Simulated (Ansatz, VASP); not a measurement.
# TaSi2 in VASP and in Ansatz

```
Ta Si
1.0
     4.76086    0.00000    0.00000
    -2.38043    4.12303    0.00000
     0.00000    0.00000   23.74105
Ta Si
5 10
Direct
  0.50000 0.50000 0.31875
  0.00000 0.50000 0.40822
  0.50000 0.00000 0.50000
  0.50000 0.50000 0.59178
  0.00000 0.50000 0.68125
  0.17015 0.82830 0.31222
  0.82985 0.17170 0.31222
  0.68365 0.84087 0.40705
  0.31635 0.15913 0.40705
  0.83932 0.67864 0.50000
  0.16068 0.32136 0.50000
  0.15722 0.84087 0.59295
  0.84278 0.15913 0.59295
  0.65816 0.82830 0.68778
  0.34184 0.17170 0.68778
```

Alike in both runs: functional PBEsol; k mesh 9 × 9 × 1; occupations gaussian, width 0.1 eV; no spin polarisation.

Ansatz relaxed the structure, and its values are those at the end. VASP's run is a single point on that final structure, the one shown.

|  | VASP | Ansatz |
| --- | --- | --- |
| version | VASP 6.6.1 | Ansatz 0.2.0 |
| potentials or method | VASP PAW PBE potentials, release 64 (Ta_pv, Si), cutoff 520 eV | scalar-relativistic, plane waves, PAW |
| valence electrons in the cell | 95 | 105 |

|  | VASP | Ansatz | Ansatz less VASP |
| --- | --- | --- | --- |
| gap on the k mesh at the Fermi level (eV) | none | none | - |
| rms of the force components (eV/Å) | 0.007 | 0.002 | -0.0047 |

VASP's potentials were made for PBE, not for PBEsol. A gap of «none» marks a metal or a gap that the smearing closes. VASP's potentials hold 95 valence electrons a cell and Ansatz's 105, so a difference there can come from the potentials and not from the codes.

Spin-orbit coupling is off throughout.
